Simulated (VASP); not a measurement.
A run of VASP 6.6.1 is set up as follows.

Contents of INCAR:

```
SYSTEM = CdS
ALGO = Normal
EDIFF = 1E-7
ENCUT = 520
GGA = PS
ISIF = 2
ISMEAR = -1
LASPH = .True.
LCHARG = .False.
LREAL = .False.
LWAVE = .False.
NBANDS = 26
NELM = 100
PREC = Accurate
SIGMA = 0.01
```

File KPOINTS:

```
k-points
0
Gamma
  7 7 4
  0 0 0
```

POSCAR

```
CdS
1.0
    4.1347992034      0.0000000000      0.0000000000
   -2.0673996017      3.5808411497      0.0000000000
    0.0000000000      0.0000000000      6.5465300000
Cd S
2 2
Direct
    0.3333333333      0.6666666667      0.0000000000
    0.6666666667      0.3333333333      0.5000000000
    0.3333333333      0.6666666667      0.3850000000
    0.6666666667      0.3333333333      0.8850000000
```

Potentials or basis: VASP PAW PBE potentials, release 64 (Cd, S).

The run is started by

```console
$ cat potpaw_PBE.64/Cd/POTCAR potpaw_PBE.64/S/POTCAR > POTCAR
$ mpirun -np 1 vasp_std > vasp.out
```

Predict the band gap on the k mesh.

1.16 eV.

Estimate the largest force.

0.053 eV/Å.

Predict the pressure.

1.6 GPa.

Stress tensor (GPa, compression positive):
```
1.38 0.00 0.00
0.00 1.38 0.00
0.00 0.00 2.16
```

Caveat: the cell differs from its parent crystal (zz strain of -3 %); the PAW data sets were made with another functional, which shifts forces and pressure a little.
